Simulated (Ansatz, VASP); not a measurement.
## Two plane-wave programs on Li2O

The input INCAR:

```
PREC = Accurate
ENCUT = 750
EDIFF = 1E-6
ISMEAR = -1
SIGMA = 0.051703999572871064
LREAL = F
LASPH = T
NELM = 120
ALGO = Normal
ISIF = 2
LWAVE = F
LCHARG = T
GGA = RP
LELF = T
LVHAR = T
NBANDS = 13
GGA_COMPAT = F
```

The input KPOINTS:

```
regular mesh
0
Gamma
  1 1 1
```

File POSCAR:

```
Li2O
1.0
    0.0000000000      2.3268543819      2.3268543819
    2.3268543819      0.0000000000      2.3268543819
    2.3268543819      2.3268543819      0.0000000000
Li O
2 1
Direct
    0.7500000000      0.7500000000      0.7500000000
    0.2500000000      0.2500000000      0.2500000000
    0.0000000000      0.0000000000      0.0000000000
```

Input for Ansatz:

```yaml
crystal:
  lattice:
    - [0.0, 2.3268543819, 2.3268543819]
    - [2.3268543819, 0.0, 2.3268543819]
    - [2.3268543819, 2.3268543819, 0.0]
  atoms:
    - { symbol: Li, position: [0.75, 0.75, 0.75] }
    - { symbol: Li, position: [0.25, 0.25, 0.25] }
    - { symbol: O, position: [0.0, 0.0, 0.0] }
  symmetry: { detect: true }
basis:
  ecutwfc: 420
kpoints:
  mp_grid: { grid: [1, 1, 1] }
hamiltonian:
  xc: rpbe
scf:
  occupations: { method: fermi_dirac, width: "600 K" }
  mixing: { beta: 0.18, ndim: 3 }
  initial_density: { chi_scale: 0, normalization: atom }
  max_iter: 52
output:
  forces: true
  stress: true
  eigenvalues: true
```

Alike in both runs: task single point; functional RPBE; k mesh 1 × 1 × 1; no spin polarisation.

|  | VASP | Ansatz |
| --- | --- | --- |
| version | VASP 6.6.1 | Ansatz 0.2.0 |
| potentials or method | VASP PAW PBE potentials, release 64 (Li_sv, O), cutoff 750 eV | scalar-relativistic, plane waves, PAW |
| occupations | fermi-dirac, width 0.051704 eV | fermi-dirac |
| valence electrons in the cell | 12 | 12 |

|  | VASP | Ansatz | Ansatz less VASP |
| --- | --- | --- | --- |
| gap on the k mesh at the Fermi level (eV) | 3.62 | 3.64 | +0.025 |
| least direct gap on the mesh (eV) | 3.62 | 3.64 | +0.025 |

VASP's potentials were made for PBE, not for RPBE.

The k mesh is coarse, so the values compare programs but aren't converged.
